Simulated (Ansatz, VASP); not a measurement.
## Al3Cu in VASP and in Ansatz

File INCAR:

```
SYSTEM = Al3Cu
PREC = Accurate
ENCUT = 520
EDIFF = 1E-7
ISMEAR = 0
SIGMA = 0.15
LREAL = .False.
LASPH = .True.
NELM = 80
ALGO = Fast
ISIF = 2
LWAVE = .False.
LCHARG = .True.
LELF = .True.
LVHAR = .True.
NBANDS = 18
```

The input KPOINTS:

```
Automatic mesh
0
Gamma
  10 10 10
  0 0 0
```

Contents of POSCAR:

```
Al3Cu
1.0
    3.4757523994      0.0000000000      0.0000000000
    0.0000000000      4.3238259621      0.0000000000
    0.0000000000      0.0000000000      3.7650611306
Al Cu
3 1
Direct
    0.0000000000      0.5000000000      0.5000000000
    0.5000000000      0.0000000000      0.5000000000
    0.5000000000      0.5000000000      0.0000000000
    0.0000000000      0.0000000000      0.0000000000
```

Input for Ansatz:

```yaml
crystal:
  lattice:
    - [3.4757523994, 0.0, 0.0]
    - [0.0, 4.3238259621, 0.0]
    - [0.0, 0.0, 3.7650611306]
  atoms:
    - { symbol: Al, position: [0.0, 0.5, 0.5] }
    - { symbol: Al, position: [0.5, 0.0, 0.5] }
    - { symbol: Al, position: [0.5, 0.5, 0.0] }
    - { symbol: Cu, position: [0.0, 0.0, 0.0] }
basis:
  ecutwfc: 520.0
kpoints:
  mp_grid: { grid: [10, 10, 10] }
hamiltonian:
  xc: lda
  pseudopotentials: { kind: paw, azcp: { folder: soft_1 } }
scf:
  occupations: { method: gaussian, width: 0.15 }
output:
  forces: true
  stress: true
  eigenvalues: true
```

Change from the starting cell: strain +e along x and -e along y -0.1100, strain +e along z and -e/2 along x and y -0.0233.

Alike in both runs: task single point; functional LDA; k mesh 10 × 10 × 10; occupations gaussian, width 0.15 eV; no spin polarisation.

|  | VASP | Ansatz |
| --- | --- | --- |
| version | VASP 6.6.1 | Ansatz 0.2.0 |
| potentials or method | VASP PAW LDA potentials, release 64 (Al, Cu), cutoff 520 eV | scalar-relativistic, plane waves, PAW |
| valence electrons in the cell | 20 | 28 |

```tsv
	VASP	Ansatz	Ansatz less VASP
gap on the k mesh at the Fermi level (eV)	none	none	-
pressure (GPa)	3.9	3.6	-0.31
traceless stress, the component that is largest in VASP (GPa)	-10.89	-10.86	+0.026
```

Ansatz warns that its potentials were made for another functional, while VASP's fit it. LDA's correlation is that of Perdew and Zunger in VASP and of Perdew and Wang (1992) in Ansatz. A gap of «none» marks a metal or a gap that the smearing closes. VASP's potentials hold 20 valence electrons a cell and Ansatz's 28, so a difference there can come from the potentials and not from the codes.
